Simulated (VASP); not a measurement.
# KBr (Fm-3m) in VASP: a series of runs

Runs on KBr. Level: PBE. Tasks: elastic constants.

Program: VASP 6.6.1. These are calculated values, not measurements. Logs are shortened: lines on timing, memory, paths and dates and some standing lists are left out, and cuts for length are marked.

## Step 1: The cell of the first run

The structure is cubic, space group Fm-3m (No. 225). The conventional cell has a = 6.567 Å, b = 6.567 Å, c = 6.567 Å, α = 90.00°, β = 90.00°, γ = 90.00°. Within 4.3 Å of K (site symmetry m-3m) lie 6 Br at 3.28 Å. Within 4.3 Å of Br (site symmetry m-3m) lie 6 K at 3.28 Å.

## Step 2: Elastic constants, PBE

INCAR reads:

```
SYSTEM = KBr
ALGO     = Normal         ! electronic algorithm
EDIFF    = 1E-8           ! SCF threshold, eV
ENCUT    = 600            ! plane-wave cutoff, eV
GGA      = PE             ! functional
IBRION   = 6              ! ionic algorithm
ISIF     = 3              ! what is computed and relaxed
ISMEAR   = 0              ! smearing method
LASPH    = .True.         ! aspherical terms in the spheres
LCHARG   = .False.        ! write CHGCAR
LREAL    = .False.        ! projectors in reciprocal space
LWAVE    = .False.        ! write WAVECAR
NELM     = 100            ! most SCF steps
NFREE    = 2            
NSW      = 1              ! ionic steps
POTIM    = 0.015          ! step
PREC     = Accurate       ! precision mode
SIGMA    = 0.01           ! smearing width, eV
```

KPOINTS reads:

```
k-points
0
Gamma
  6 6 6
  0 0 0
```

POSCAR reads:

```
KBr
1.0
    0.0000000000      3.2834000000      3.2834000000
    3.2834000000      0.0000000000      3.2834000000
    3.2834000000      3.2834000000      0.0000000000
K Br
1 1
Direct
    0.0000000000      0.0000000000      0.0000000000
    0.5000000000      0.5000000000      0.5000000000
```

Potentials or basis: VASP PAW PBE potentials, release 64 (K_sv, Br).

On the command line:

```sh
cat potpaw_PBE.64/K_sv/POTCAR potpaw_PBE.64/Br/POTCAR > POTCAR
mpirun -np 1 vasp_std > vasp.out
```

OUTCAR:

```text
SYSTEM = KBr
   EDIFF = 1E-8
   ENCUT = 600
   GGA = PE
   IBRION = 6
   ISIF = 3
   ISMEAR = 0
   LASPH = .True.
   LREAL = .False.
   NELM = 100
   NFREE = 2
   NSW = 1
   POTIM = 0.015
   PREC = Accurate

 ion  position               nearest neighbor table
   1  0.000  0.000  0.000-   2 3.28   2 3.28   2 3.28   2 3.28   2 3.28   2 3.28
   2  0.500  0.500  0.500-   1 3.28   1 3.28   1 3.28   1 3.28   1 3.28   1 3.28

  LATTYP: Found a face centered cubic cell.
 ALAT       =     6.5668000000

  Lattice vectors:

 A1 = (   0.0000000000,   3.2834000000,   3.2834000000)
 A2 = (   3.2834000000,   0.0000000000,   3.2834000000)
 A3 = (   3.2834000000,   3.2834000000,   0.0000000000)

Analysis of symmetry for initial positions (statically):
=====================================================================
 Subroutine PRICEL returns:
 Original cell was already a primitive cell.

 Routine SETGRP: Setting up the symmetry group for a
 face centered cubic supercell.

 Subroutine GETGRP returns: Found 48 space group operations
 (whereof 48 operations were pure point group operations)
 out of a pool of 48 trial point group operations.

The static configuration has the point symmetry O_h .

Analysis of symmetry for dynamics (positions and initial velocities):
=====================================================================
 Subroutine PRICEL returns:
 Original cell was already a primitive cell.

 Routine SETGRP: Setting up the symmetry group for a
 face centered cubic supercell.

 Subroutine GETGRP returns: Found 48 space group operations
 (whereof 48 operations were pure point group operations)
 out of a pool of 48 trial point group operations.

The dynamic configuration has the point symmetry O_h .

 Subroutine INISYM returns: Found 48 space group operations
[... 344 lines left out ...]
      6      -1.6799      2.00000
      7      -1.6799      2.00000
      8      -1.6799      2.00000
      9       2.7951      0.00000
     10       5.9270      0.00000
     11       5.9270      0.00000
     12       5.9270      0.00000
[... 331 lines left out ...]
 k-point    24 :       0.0000   -0.3333    0.3333
  band No.  band energies     occupation
      1     -29.4211      2.00000
      2     -14.0409      2.00000
      3     -12.9759      2.00000
      4     -12.9264      2.00000
      5     -12.7790      2.00000
      6      -2.4949      2.00000
      7      -2.3035      2.00000
      8      -2.0353      2.00000
      9       5.3073      0.00000
     10       6.4113      0.00000
     11       6.9296      0.00000
     12       7.5043      0.00000

 [... further k-points ...]
[... 5 lines left out ...]
  --------------------------------------------------------------------------------------
  -------------------------------------------------------------------------------------
  Total        0.4581937      0.4559810      0.4559810      0.0000000      0.0000000      0.0000000
  in kB       10.3695121     10.3194364     10.3194364      0.0000000      0.0000000      0.0000000
  external PRESSURE =      10.3361283 kB  Pullay stress =       0.0000000 kB
[... 17 lines left out ...]
  FREE ENERGIE OF THE ION-ELECTRON SYSTEM (eV)
  ---------------------------------------------------
  free  energy   TOTEN  =        -6.2089467930 eV

  energy  without entropy=       -6.2089467930  energy(sigma->0) =       -6.20894679

 INTERNAL STRAIN TENSORS FROM STRAINED CELLS
 ============================================

 INTERNAL STRAIN TENSOR FOR ION    1 for displacements in x,y,z  (eV/Angst):
          X           Y           Z          XY          YZ          ZX
  --------------------------------------------------------------------------------
  x    -0.00000     0.00000    -0.00000     0.00000     0.00000     0.00000
  y     0.00000    -0.00000     0.00000     0.00000     0.00000     0.00000
  z     0.00000     0.00000    -0.00000    -0.00000     0.00000     0.00000

 INTERNAL STRAIN TENSORS FROM DISPLACED ATOMS
 ============================================

 INTERNAL STRAIN TENSOR FOR ION    1 for displacements in x,y,z  (eV/Angst):
          X           Y           Z          XY          YZ          ZX
  --------------------------------------------------------------------------------
  x     0.00000     0.00000     0.00000     0.00000     0.00000     0.00000
  y     0.00000     0.00000     0.00000     0.00000     0.00000     0.00000
  z     0.00000     0.00000     0.00000     0.00000     0.00000     0.00000

 INTERNAL STRAIN TENSOR FOR ION    2 for displacements in x,y,z  (eV/Angst):
          X           Y           Z          XY          YZ          ZX
  --------------------------------------------------------------------------------
  x     0.00000     0.00000     0.00000     0.00000     0.00000     0.00000
  y     0.00000     0.00000     0.00000     0.00000     0.00000     0.00000
  z     0.00000     0.00000     0.00000     0.00000     0.00000     0.00000

 Eigenvectors and eigenvalues of the dynamical matrix
 ----------------------------------------------------

   1 f  =    3.523725 THz    22.140220 2PiTHz  117.538831 cm-1    14.572951 meV
             X         Y         Z           dx          dy          dz
      0.000000  0.000000  0.000000     0.783147    0.241819   -0.000000
      3.283400  3.283400  3.283400    -0.547391   -0.169022    0.000000
[... 21 lines left out ...]
   6 f/i=    0.001291 THz     0.008110 2PiTHz    0.043053 cm-1     0.005338 meV
             X         Y         Z           dx          dy          dz
      0.000000  0.000000  0.000000    -0.015805   -0.563594    0.101570
      3.283400  3.283400  3.283400    -0.022613   -0.806329    0.145316

--------------------------------------------------------------------------------------------------------

 ELASTIC MODULI CONTR FROM IONIC RELAXATION (kBar)
 Direction    XX          YY          ZZ          XY          YZ          ZX
 --------------------------------------------------------------------------------
 XX           0.0000      0.0000      0.0000      0.0000      0.0000      0.0000
 YY           0.0000      0.0000      0.0000      0.0000      0.0000      0.0000
 ZZ           0.0000      0.0000      0.0000      0.0000      0.0000      0.0000
 XY           0.0000      0.0000      0.0000      0.0000      0.0000      0.0000
 YZ           0.0000      0.0000      0.0000      0.0000      0.0000      0.0000
 ZX           0.0000      0.0000      0.0000      0.0000      0.0000      0.0000
 --------------------------------------------------------------------------------

 TOTAL ELASTIC MODULI (kBar)
 Direction    XX          YY          ZZ          XY          YZ          ZX
 --------------------------------------------------------------------------------
 XX         414.3035     52.5996     52.5996      0.0000      0.0000      0.0000
 YY          52.5996    414.3035     52.5996      0.0000     -0.0000      0.0000
 ZZ          52.5996     52.5996    414.3035      0.0000      0.0000      0.0000
 XY           0.0000      0.0000      0.0000     48.8466     -0.0000      0.0000
 YZ           0.0000     -0.0000      0.0000     -0.0000     48.8466      0.0000
 ZX           0.0000      0.0000      0.0000      0.0000      0.0000     48.8466
 --------------------------------------------------------------------------------
```

Wall time 7.2 min (1 thread of AMD EPYC 9R45 (Zen 5), shared host); peak memory 0.27 GiB.

What came out:

```
Elastic constants C11, C12, C44                         : 41, 5, 5 GPa
Voigt bulk modulus                                      : 17 GPa
Highest phonon frequency at Γ, LO-TO splitting left out : 118 cm⁻¹
```

Phonon frequencies in cm⁻¹ (negative: imaginary):
```tsv
q point	frequencies
(0.000, 0.000, 0.000)	0 0 0 118 118 118
```

Elastic tensor in Voigt notation (GPa, in the Cartesian axes of the cell as first typed):
```
41  5  5  0  0  0
 5 41  5  0  0  0
 5  5 41  0  0  0
 0  0  0  5  0  0
 0  0  0  0  5  0
 0  0  0  0  0  5
```

Clamped-ion elastic tensor (GPa):
```
41  5  5  0  0  0
 5 41  5  0  0  0
 5  5 41  0  0  0
 0  0  0  5  0  0
 0  0  0  0  5  0
 0  0  0  0  0  5
```

Caveat: the cell is under stress, which shifts elastic constants.

## Step 3: Elastic constants, PBE

INCAR reads:

```
PREC = Accurate ; ENCUT = 600
EDIFF = 1E-8 ; ISMEAR = 0
SIGMA = 0.01 ; LREAL = F
LASPH = T ; NELM = 100
ALGO = Normal ; ISIF = 3
LWAVE = F ; LCHARG = F
GGA = PE ; IBRION = 6
NFREE = 2 ; POTIM = 0.015
NSW = 1
```

KPOINTS reads:

```
Automatic mesh
0
Gamma
  6 6 6
```

POSCAR is that of step 2.

Potentials or basis: VASP PAW PBE potentials, release 64 (K_sv, Br).

On the command line:

```sh
cat potpaw_PBE.64/K_sv/POTCAR potpaw_PBE.64/Br/POTCAR > POTCAR
mpirun -np 1 vasp_std > vasp.out
```

OUTCAR:

```text
PREC = Accurate
   ENCUT = 600
   EDIFF = 1E-8
   ISMEAR = 0
   LREAL = F
   LASPH = T
   NELM = 100
   ISIF = 3
   GGA = PE
   IBRION = 6
   NFREE = 2
   POTIM = 0.015
   NSW = 1

 ion  position               nearest neighbor table
   1  0.000  0.000  0.000-   2 3.28   2 3.28   2 3.28   2 3.28   2 3.28   2 3.28
   2  0.500  0.500  0.500-   1 3.28   1 3.28   1 3.28   1 3.28   1 3.28   1 3.28

[... 801 lines left out ...]
      0.000000  0.000000  0.000000     0.783147    0.241819   -0.000000
      3.283400  3.283400  3.283400    -0.547391   -0.169022    0.000000
[... 21 lines left out ...]
   6 f/i=    0.001291 THz     0.008110 2PiTHz    0.043053 cm-1     0.005338 meV
             X         Y         Z           dx          dy          dz
      0.000000  0.000000  0.000000    -0.015805   -0.563594    0.101570
      3.283400  3.283400  3.283400    -0.022613   -0.806329    0.145316

--------------------------------------------------------------------------------------------------------

 ELASTIC MODULI CONTR FROM IONIC RELAXATION (kBar)
 Direction    XX          YY          ZZ          XY          YZ          ZX
 --------------------------------------------------------------------------------
 XX           0.0000      0.0000      0.0000      0.0000      0.0000      0.0000
 YY           0.0000      0.0000      0.0000      0.0000      0.0000      0.0000
 ZZ           0.0000      0.0000      0.0000      0.0000      0.0000      0.0000
 XY           0.0000      0.0000      0.0000      0.0000      0.0000      0.0000
 YZ           0.0000      0.0000      0.0000      0.0000      0.0000      0.0000
 ZX           0.0000      0.0000      0.0000      0.0000      0.0000      0.0000
 --------------------------------------------------------------------------------

 TOTAL ELASTIC MODULI (kBar)
 Direction    XX          YY          ZZ          XY          YZ          ZX
 --------------------------------------------------------------------------------
 XX         414.3035     52.5996     52.5996      0.0000      0.0000      0.0000
 YY          52.5996    414.3035     52.5996      0.0000     -0.0000      0.0000
 ZZ          52.5996     52.5996    414.3035      0.0000      0.0000      0.0000
 XY           0.0000      0.0000      0.0000     48.8466     -0.0000      0.0000
 YZ           0.0000     -0.0000      0.0000     -0.0000     48.8466      0.0000
 ZX           0.0000      0.0000      0.0000      0.0000      0.0000     48.8466
 --------------------------------------------------------------------------------
```

OSZICAR:

```text
N       E                     dE             d eps       ncg     rms          rms(c)
DAV:   1     0.111874764871E+03    0.11187E+03   -0.75893E+03   384   0.131E+03
DAV:   2     0.144064975786E+01   -0.11043E+03   -0.10040E+03   448   0.279E+02
DAV:   3    -0.608194455203E+01   -0.75226E+01   -0.74702E+01   500   0.683E+01
[... 223 lines left out ...]
DAV:   9    -0.620894691490E+01    0.10890E-06   -0.14375E-07   904   0.242E-03    0.134E-02
DAV:  10    -0.620894686307E+01    0.51834E-07   -0.21344E-08   836   0.910E-04    0.984E-03
DAV:  11    -0.620894683169E+01    0.31377E-07   -0.69873E-09   564   0.601E-04    0.732E-03
DAV:  12    -0.620894680263E+01    0.29060E-07   -0.18344E-08   780   0.899E-04    0.436E-03
DAV:  13    -0.620894679302E+01    0.96115E-08   -0.46585E-09   488   0.419E-04
  17 F= -.62089468E+01 E0= -.62089468E+01  d E =-.413274E-13
```

Run time: 7.2 min. Hardware: 1 thread of AMD EPYC 9R45 (Zen 5), shared host; peak memory 0.28 GiB.

What came out:

- Elastic constants C11, C12, C44: 41, 5, 5 GPa
- Voigt bulk modulus: 17 GPa
- Highest phonon frequency at Γ, LO-TO splitting left out: 118 cm⁻¹

Phonon frequencies in cm⁻¹ (negative: imaginary):
| q point | frequencies |
| --- | --- |
| (0.000, 0.000, 0.000) | 0 0 0 118 118 118 |

Elastic tensor in Voigt notation (GPa, in the Cartesian axes of the cell as first typed):
```
41  5  5  0  0  0
 5 41  5  0  0  0
 5  5 41  0  0  0
 0  0  0  5  0  0
 0  0  0  0  5  0
 0  0  0  0  0  5
```

Clamped-ion elastic tensor (GPa):
```
41  5  5  0  0  0
 5 41  5  0  0  0
 5  5 41  0  0  0
 0  0  0  5  0  0
 0  0  0  0  5  0
 0  0  0  0  0  5
```

Caveat: the cell is under stress, which shifts elastic constants.
